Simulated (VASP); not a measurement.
The system is SiO2.

```xyz
6
Lattice="4.0804 0.0000 0.0000 0.0000 4.0804 0.0000 0.0000 0.0000 2.7891" Properties=species:S:1:pos:R:3 pbc="T T T"
Si    2.0402    2.0402    1.3945
Si    0.0000    0.0000    0.0000
O     2.8335    2.8335    0.0000
O     0.7933    3.2871    1.3945
O     1.2469    1.2469    0.0000
O     3.2871    0.7933    1.3945
```

Base run:

* Program: VASP 6.6.1
* Functional: LDA
* Potentials or basis: VASP PAW LDA potentials, release 64 (Si, O)
* Cutoff: 520 eV
* k mesh: 6 × 6 × 8
* Occupations: gaussian, width 0.05 eV
* Spin: no spin polarisation

Its results: band gap on the k mesh 5.36 eV, direct; pressure -4.4 GPa; largest force 0.298 eV/Å.

Task: The run is repeated on the same cell with these changes: potentials or basis from VASP PAW LDA potentials, release 64 (Si, O) to VASP PAW LDA potentials, release 64 (Si, O_h); cutoff from 520 eV to 910 eV; further incar settings from ALGO = Normal; EDIFF = 1e-07; NBANDS = 25 to ALGO = Normal; EDIFF = 1e-06; NBANDS = 25. What comes out?

Result: Band gap on the k mesh 5.37 eV, direct; pressure -5.0 GPa; largest force 0.295 eV/Å.

Caveats: the cutoff is under 1.25 times the usual one of these potentials, so pressure, stress and relaxed cells hold a basis-set (Pulay) error (some runs).

A k mesh can miss the band edges.
